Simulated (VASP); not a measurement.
A run of VASP 6.6.1 is set up as follows.

The input INCAR:

```
SYSTEM = Zn
PREC = Accurate
ENCUT = 520
EDIFF = 1E-7
ISMEAR = 0
SIGMA = 0.1
LREAL = .False.
LASPH = .True.
NELM = 100
ALGO = Normal
ISIF = 2
LWAVE = .False.
LCHARG = .True.
GGA = CA
LELF = .True.
LVHAR = .True.
NBANDS = 19
```

KPOINTS

```
regular mesh
0
Gamma
  15 15 8
  0 0 0
```

The input POSCAR:

```
Zn
1.0
    2.5487196436      0.0000000000      0.0000000000
   -1.2743598218      2.2072559584      0.0000000000
    0.0000000000      0.0000000000      4.8625857264
Zn
2
Direct
    0.3333333333      0.6666666667      0.2500000000
    0.6666666667      0.3333333333      0.7500000000
```

Potentials or basis: VASP PAW LDA potentials, release 64 (Zn).

Run with:

```bash
$ cat potpaw_LDA.64/Zn/POTCAR > POTCAR
$ mpirun -np 1 vasp_std > vasp.out
```

(1) What does it give for the band gap on the k mesh?

(2) Predict the pressure.

## Answers

(1) zero (band 12 reaches 5.40 eV, above the bottom of band 13 at 0.36 eV).

(2) 0.8 GPa.
